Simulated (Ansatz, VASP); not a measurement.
# One calculation of Al2Cu, two programs

```
Al Cu
1.0
    -2.03034    2.03034    2.85109
     2.03034   -2.03034    2.85109
     2.03034    2.03034   -2.85109
Al Cu
2 1
Direct
  0.75000 0.25000 0.50000
  0.25000 0.75000 0.50000
  0.50000 0.50000 0.00000
```

Alike in both runs: task relaxation of cell and atoms; functional PBE; k mesh 16 × 16 × 16; occupations gaussian, width 0.1 eV; no spin polarisation.

```csv
,VASP,Ansatz
version,VASP 6.6.1,Ansatz 0.2.0
potentials or method,"VASP PAW PBE potentials, release 64 (Al, Cu), cutoff 600 eV","scalar-relativistic, plane waves, PAW"
valence electrons in the cell,17,25
```

```tsv
	VASP	Ansatz	Ansatz less VASP
gap on the k mesh at the Fermi level, each at its own relaxed structure (eV)	none	none	-
relaxed volume (Å³/atom)	16.15	16.12	-0.029
relaxed length of the cell vector where the two differ most in proportion (Å)	4.092	4.089	-0.0021
```

A gap of «none» marks a metal or a gap that the smearing closes. VASP's potentials hold 17 valence electrons a cell and Ansatz's 25, so a difference there can come from the potentials and not from the codes.
